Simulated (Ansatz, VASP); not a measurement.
## Se: VASP beside Ansatz

```
Se
1.0
     5.51057    3.18153    1.47633
    -5.51057    3.18153    1.47633
     0.00000   -6.36306    1.47633
Se
6
Direct
  0.28066 0.16251 0.91818
  0.91818 0.28066 0.16251
  0.16251 0.91818 0.28066
  0.71934 0.83749 0.08182
  0.08182 0.71934 0.83749
  0.83749 0.08182 0.71934
```

Change from the starting cell: equal xx and yy strain of -3 %.

Alike in both runs: task single point; functional PBE; k mesh 6 × 6 × 6; occupations fermi-dirac, width 0.01 eV; no spin polarisation.

```csv
,VASP,Ansatz
version,VASP 6.6.1,Ansatz 0.2.0
potentials or method,"VASP PAW PBE potentials, release 64 (Se), cutoff 520 eV","all-electron LAPW, scalar-relativistic"
```

VASP gave:

- gap on the k mesh at the Fermi level (eV): 1.52
- pressure (GPa): 7.8
- traceless stress, the component that is largest in VASP (GPa): -2.47
- rms of the force components (eV/Å): 0.839

What did Ansatz give for the same quantities?

gap on the k mesh at the Fermi level (eV): 1.54; pressure (GPa): 7.6; traceless stress, the component that is largest in VASP (GPa): -2.39; rms of the force components (eV/Å): 0.804.

Atom by atom the forces differ by 0.036 eV/Å (rms over components). Ansatz ran all-electron here, and VASP with PAW potentials.
